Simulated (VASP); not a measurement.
Set up this calculation in VASP 6.6.1, as the native input.

```yaml
Task: electric field gradients
Functional: PBEsol
Potentials_or_basis: VASP PAW PBE potentials, release 64 (Zn)
Cutoff: 520 eV
k_mesh: 16 × 16 × 8
Occupations: fermi-dirac, width 0.03 eV
Spin: no spin polarisation
Dipole_correction: no
Further_INCAR_settings: ALGO = Normal; EDIFF = 1e-08; NBANDS = 19
```

The structure of Zn lies in POSCAR:

```
Zn
1.0
    2.6287828538      0.0000000000      0.0000000000
   -1.3143914269      2.2765927324      0.0000000000
    0.0000000000      0.0000000000      4.8798445072
Zn
2
Direct
    0.3333333333      0.6666666667      0.2500000000
    0.6666666667      0.3333333333      0.7500000000
```

This cell differs from its parent crystal: volume scaled by 0.96.

These files were run (other wordings do the same):

INCAR

```
ALGO = Normal
EDIFF = 1E-8
ENCUT = 520
GGA = PS
ISIF = 2
ISMEAR = -1
LASPH = True
LCHARG = False
LEFG = True
LREAL = False
LWAVE = False
NBANDS = 19
NELM = 60
PREC = Accurate
SIGMA = 0.03
```

KPOINTS

```
k-points
0
Gamma
  16 16 8
```

Potentials or basis: VASP PAW PBE potentials, release 64 (Zn).

The run is started by

```bash
$ cat potpaw_PBE.64/Zn/POTCAR > POTCAR
$ mpirun -np 1 vasp_std > vasp.out
```

Results of the run:

* Pressure: -2.2 GPa
* Band gap on the k mesh: zero (band 12 reaches 4.54 eV, above the bottom of band 13 at 0.23 eV)

Caveat: without QUAD_EFG the Cq values of the log hold for a quadrupole moment of 1 mb, not for the nuclei; the PAW data sets were made with another functional, which shifts forces and pressure a little.

Run time: 76 s on 1 thread of Intel(R) Xeon(R) Platinum 8375C CPU @ 2.90GHz (Ice Lake) (shared host), peak memory 0.18 GiB.
